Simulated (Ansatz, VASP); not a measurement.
**One calculation of Os, two programs**

```
CELL_PARAMETERS angstrom
2.73410 0.00000 0.00000
-1.36705 2.36780 0.00000
0.00000 0.00000 4.31970
ATOMIC_POSITIONS crystal
Os 0.66667 0.33333 0.75000
Os 0.33333 0.66667 0.25000
```

Alike in both runs: task single point; functional PBE; k mesh 11 × 11 × 6; occupations gaussian, width 0.021 eV; no spin polarisation.

|  | VASP | Ansatz |
| --- | --- | --- |
| version | VASP 6.6.1 | Ansatz 0.2.0 |
| potentials or method | VASP PAW PBE potentials, release 64 (Os), cutoff 520 eV | all-electron LAPW, scalar-relativistic |

VASP gave:

- gap on the k mesh at the Fermi level (eV): none
- pressure (GPa): 8.8
- traceless stress, the component that is largest in VASP (GPa): 0.19

Problem. Estimate Ansatz's values.

Solution. gap on the k mesh at the Fermi level (eV): none; pressure (GPa): 8.7; traceless stress, the component that is largest in VASP (GPa): 0.24.

A gap of «none» marks a metal or a gap that the smearing closes. Ansatz ran all-electron here, and VASP with PAW potentials.

Neither program's run includes spin-orbit coupling.
